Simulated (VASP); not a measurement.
## Ta: single point with LDA

The system is Ta.

```
CELL_PARAMETERS angstrom
-1.65128 1.65128 1.65128
1.65128 -1.65128 1.65128
1.65128 1.65128 -1.65128
ATOMIC_POSITIONS crystal
Ta 0.00000 0.00000 0.00000
```

| Property | Result |
| --- | --- |
| Program | VASP 6.6.1 |
| Task | single point |
| Functional | LDA |
| Potentials or basis | VASP PAW LDA potentials, release 64 (Ta_pv) |
| Cutoff | 520 eV |
| k mesh | 20 × 20 × 20 |
| Occupations | methfessel-paxton, width 0.02 eV |
| Spin | no spin polarisation |

```
Pressure               : -8.3 GPa
Band gap on the k mesh : zero (an odd number of electrons rules out a gap without spin polarisation)
```

Levels at points of the mesh, in eV from the Fermi level:
```csv
k point,band 1,band 2,band 3,band 4,band 5,band 6,band 7,band 8,band 9,band 10
"(0.00, 0.00, 0.00)",-32.87,-32.87,-32.87,-7.81,0.70,0.70,0.70,3.96,3.96,13.71
"(0.50, 0.00, 0.00)",-34.07,-33.26,-32.88,-4.34,-1.56,1.77,3.84,4.85,7.77,11.72
"(0.50, 0.50, 0.50)",-33.71,-33.71,-33.71,-3.79,-3.79,6.81,6.81,6.81,8.78,8.78
```

Run time: 13 s on 1 thread of Intel(R) Xeon(R) 6975P-C (Granite Rapids), with other jobs on the host, peak memory 0.17 GiB.

Caveat: the cell stands under tension; spin-orbit coupling is left out, which moves the levels of the heavy elements.
